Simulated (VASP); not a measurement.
# Ge (P4_32_12) in VASP: single point with BLYP

Aim: the single point of Ge with BLYP.

All numbers are computed with VASP 6.6.1; they aren't measurements. Logs are shortened: lines on timing, memory, paths and dates and some standing lists are left out, and cuts for length are marked.

### Step 1. The cell of the first run

It takes space group P4_32_12 (No. 96, tetragonal). Conventional cell: a = 6.160 Å, b = 6.160 Å, c = 7.470 Å, α = 90.00°, β = 90.00°, γ = 90.00°. Ge (site symmetry 2) has 4 Ge at 2.58 to 2.60 Å within 3.4 Å. Within 3.4 Å of Ge (site symmetry 1) lie 4 Ge at 2.58 to 2.62 Å.

### Step 2. Single point, BLYP

INCAR

```
AGGAC    = 1.0          
AGGAX    = 1.0          
ALDAC    = 0.0          
ALDAX    = 1.0          
ALGO     = Normal         # electronic algorithm
EDIFF    = 1E-6           # SCF threshold, eV
ENCUT    = 520            # plane-wave cutoff, eV
GGA      = B5             # functional
ISIF     = 2              # what is computed and relaxed
ISMEAR   = -1             # smearing method
LASPH    = T              # aspherical terms in the spheres
LCHARG   = F              # write CHGCAR
LREAL    = F              # projectors in reciprocal space
LWAVE    = F              # write WAVECAR
NBANDS   = 96             # bands
NELM     = 60             # most SCF steps
PREC     = Accurate       # precision mode
SIGMA    = 0.05           # smearing width, eV
```

KPOINTS

```
k-points
0
Gamma
  5 5 4
```

POSCAR

```
Ge
1.0
    6.1603423290      0.0000000000      0.0000000000
    0.0000000000      6.1603423290      0.0000000000
    0.0000000000      0.0000000000      7.4704231759
Ge
12
Direct
    0.0847567363      0.0847567363      1.0000000000
    0.4152432637      0.5847567363      0.7500000000
    0.9152432637      0.9152432637      0.5000000000
    0.5847567363      0.4152432637      0.2500000000
    0.1686261776      0.3732410247      0.2435601140
    0.1267589753      0.6686261776      0.9935601140
    0.8313738224      0.6267589753      0.7435601140
    0.8732410247      0.3313738224      0.4935601140
    0.6686261776      0.1267589753      0.0064398860
    0.6267589753      0.8313738224      0.2564398860
    0.3313738224      0.8732410247      0.5064398860
    0.3732410247      0.1686261776      0.7564398860
```

Potentials or basis: VASP PAW PBE potentials, release 64 (Ge_d).

Launch:

```console
cat potpaw_PBE.64/Ge_d/POTCAR > POTCAR
mpirun -np 1 vasp_std > vasp.out
```

OUTCAR:

```text
EDIFF = 1E-6
   ENCUT = 520
   GGA = B5
   ISIF = 2
   ISMEAR = -1
   LASPH = T
   LREAL = F
   NELM = 60
   PREC = Accurate

 ion  position               nearest neighbor table
   1  0.085  0.085  0.000-   6 2.58   9 2.58   5 2.60  12 2.60
   2  0.415  0.585  0.750-   7 2.58  12 2.58  11 2.60   6 2.60
   3  0.915  0.915  0.500-   8 2.58  11 2.58  10 2.60   7 2.60
   4  0.585  0.415  0.250-   5 2.58  10 2.58   9 2.60   8 2.60
   5  0.169  0.373  0.244-   4 2.58   1 2.60   6 2.62   8 2.62
   6  0.127  0.669  0.994-   1 2.58   2 2.60   5 2.62   7 2.62
   7  0.831  0.627  0.744-   2 2.58   3 2.60   6 2.62   8 2.62
   8  0.873  0.331  0.494-   3 2.58   4 2.60   5 2.62   7 2.62
   9  0.669  0.127  0.006-   1 2.58   4 2.60  10 2.62  12 2.62
  10  0.627  0.831  0.256-   4 2.58   3 2.60   9 2.62  11 2.62
  11  0.331  0.873  0.506-   3 2.58   2 2.60  10 2.62  12 2.62
  12  0.373  0.169  0.756-   2 2.58   1 2.60   9 2.62  11 2.62

  LATTYP: Found a simple tetragonal cell.
 ALAT       =     6.1603423290
 C/A-ratio  =     1.2126636438

  Lattice vectors:

 A1 = (   6.1603423290,   0.0000000000,   0.0000000000)
 A2 = (   0.0000000000,   6.1603423290,   0.0000000000)
 A3 = (   0.0000000000,   0.0000000000,   7.4704231759)

Analysis of symmetry for initial positions (statically):
=====================================================================
 Subroutine PRICEL returns:
 Original cell was already a primitive cell.

 Routine SETGRP: Setting up the symmetry group for a
 simple tetragonal supercell.

 Subroutine GETGRP returns: Found  8 space group operations
 (whereof  2 operations were pure point group operations)
 out of a pool of 16 trial point group operations.

The static configuration has the point symmetry C_2 .
 The point group associated with its full space group is D_4 .

Analysis of symmetry for dynamics (positions and initial velocities):
=====================================================================
 Subroutine PRICEL returns:
 Original cell was already a primitive cell.

 Routine SETGRP: Setting up the symmetry group for a
 simple tetragonal supercell.

 Subroutine GETGRP returns: Found  8 space group operations
 (whereof  2 operations were pure point group operations)
 out of a pool of 16 trial point group operations.

[... 114 lines left out ...]
   EDIFF  = 0.1E-05   stopping-criterion for ELM
   LREAL  =      F    real-space projection
[... 7 lines left out ...]
   TEBEG  =    0.0;   TEEND  =   0.0 temperature during run
   PSTRESS=    0.0 pullay stress
   NELECT =     168.0000    total number of electrons
   NUPDOWN=      -1.0000    fix difference up-down
   EMIN   =  10.00;   EMAX   =-10.00  energy-range for DOS
   EFERMI =   0.00;   METHOD = LEGACY
   ISMEAR =    -1;   SIGMA  =   0.05  broadening in eV -4-tet -1-fermi 0-gaus
   EFERMI_NEDOS =   21; number of points for ismear=-14 and -15
   IALGO  =     38    algorithm
   IMIX   =      4    mixing-type and parameters
     AMIX     =   0.40;   BMIX     =  1.00
     AMIX_MAG =   1.60;   BMIX_MAG =  1.00
  volume/ion in A,a.u.               =      23.63       159.43
  Fermi-wavevector in a.u.,A,eV,Ry     =   1.375075  2.598514 25.726310  1.890830
  Thomas-Fermi vector in A             =   2.500443
   LORBIT       =      0    0 simple, 1 ext, 2 COOP (PROOUT), +10 PAW based schemes
   GGA     = B5    functional components
   LHFCALC =     F    Hartree Fock is set to
   AEXX    =    0.0000 exact exchange contribution
   IVDW    =     0    specifies the selected vdW correction
   LEPSILON=     F    determine dielectric tensor
   LRPA    =     F    only Hartree local field effects (RPA)
 non-spin polarized calculation
  energy-cutoff  :      520.00
  volume of cell :      283.50
 maximum number of plane-waves:      7676
 NGX is ok and might be reduce to    48
   NGX = 23   NGY = 23   NGZ = 27

 number of electron     168.0000019 magnetization

 Free energy of the ion-electron system (eV)
  ---------------------------------------------------
  ext. energy  EPLUGINS =         0.00000000
  ---------------------------------------------------
  free energy    TOTEN  =       -43.60210250 eV

  energy without entropy =      -43.59998024  energy(sigma->0) =      -43.60104137

 E-fermi :   4.5724     XC(G=0):  -9.3348

 val. band max:        4.3812520413   @ k =   0.4000   0.2000   0.0000
 cond. band min:       4.7168649574   @ k =   0.4000   0.4000   0.0000
 fundamental gap:      0.3356129161
 Fermi energy:         4.5723856606

 k-point     1 :       0.0000    0.0000    0.0000
  band No.  band energies     occupation
      1     -19.8109      2.00000
      2     -19.7947      2.00000
      3     -19.7947      2.00000
      4     -19.7889      2.00000
      5     -19.7825      2.00000
      6     -19.7814      2.00000
[... 1771 lines left out ...]
     95       7.8649      0.00000
     96       7.8649      0.00000

------------------------ aborting loop because EDIFF is reached ----------------------------------------

  FORCE on cell =-STRESS in cart. coord.  units (eV):
  Direction    XX          YY          ZZ          XY          YZ          ZX
  --------------------------------------------------------------------------------------
  -------------------------------------------------------------------------------------
  Total        0.4490253      0.4490253     -1.1750789     -0.0000000      0.0000000      0.0000000
  in kB        2.5376196      2.5376196     -6.6408354     -0.0000000      0.0000000      0.0000000
  external PRESSURE =      -0.5218654 kB  Pullay stress =       0.0000000 kB

 VOLUME and BASIS-vectors are now :
 -----------------------------------------------------------------------------
  energy-cutoff  :      520.00
  volume of cell :      283.50
      direct lattice vectors                 reciprocal lattice vectors
     6.160342329  0.000000000  0.000000000     0.162328641  0.000000000  0.000000000
     0.000000000  6.160342329  0.000000000     0.000000000  0.162328641  0.000000000
     0.000000000  0.000000000  7.470423176     0.000000000  0.000000000  0.133861225

 POSITION                                       TOTAL-FORCE (eV/Angst)
 -----------------------------------------------------------------------------------
      0.52213      0.52213      0.00000         0.024363      0.024363      0.000000
      2.55804      3.60230      5.60282        -0.024363      0.024363      0.000000
      5.63821      5.63821      3.73521        -0.024363     -0.024363      0.000000
      3.60230      2.55804      1.86761         0.024363     -0.024363      0.000000
      1.03879      2.29929      1.81950         0.006564     -0.053475     -0.081296
      0.78088      4.11897      7.42231         0.053475      0.006564     -0.081296
      5.12155      3.86105      5.55471        -0.006564      0.053475     -0.081296
      5.37946      2.04138      3.68710        -0.053475     -0.006564     -0.081296
      4.11897      0.78088      0.04811         0.006564      0.053475      0.081296
      3.86105      5.12155      1.91571         0.053475     -0.006564      0.081296
      2.04138      5.37946      3.78332        -0.006564     -0.053475      0.081296
      2.29929      1.03879      5.65093        -0.053475      0.006564      0.081296
 -----------------------------------------------------------------------------------
    total drift:                               -0.000002      0.000002      0.000000

  FREE ENERGIE OF THE ION-ELECTRON SYSTEM (eV)
  ---------------------------------------------------
  free  energy   TOTEN  =       -43.6021025012 eV

  energy  without entropy=      -43.5999802405  energy(sigma->0) =      -43.60104137
```

It took 11 min on 1 thread of Intel Xeon 8259CL, shared host; peak memory 0.54 GiB.

Results:

* Free energy: -43.6021 eV
* Pressure: -0.1 GPa
* Largest force: 0.098 eV/Å
* Band gap on the k mesh: 0.34 eV (least direct gap 0.43 eV)

Forces on the atoms (eV/Å):
```
Ge   0.024  0.024  0.000
Ge  -0.024  0.024  0.000
Ge  -0.024 -0.024  0.000
Ge   0.024 -0.024  0.000
Ge   0.007 -0.053 -0.081
Ge   0.053  0.007 -0.081
Ge  -0.007  0.053 -0.081
Ge  -0.053 -0.007 -0.081
Ge   0.007  0.053  0.081
Ge   0.053 -0.007  0.081
Ge  -0.007 -0.053  0.081
Ge  -0.053  0.007  0.081
```

Caveat: the PAW data sets were made with another functional, which shifts forces and pressure a little. A k mesh can miss the band edges.
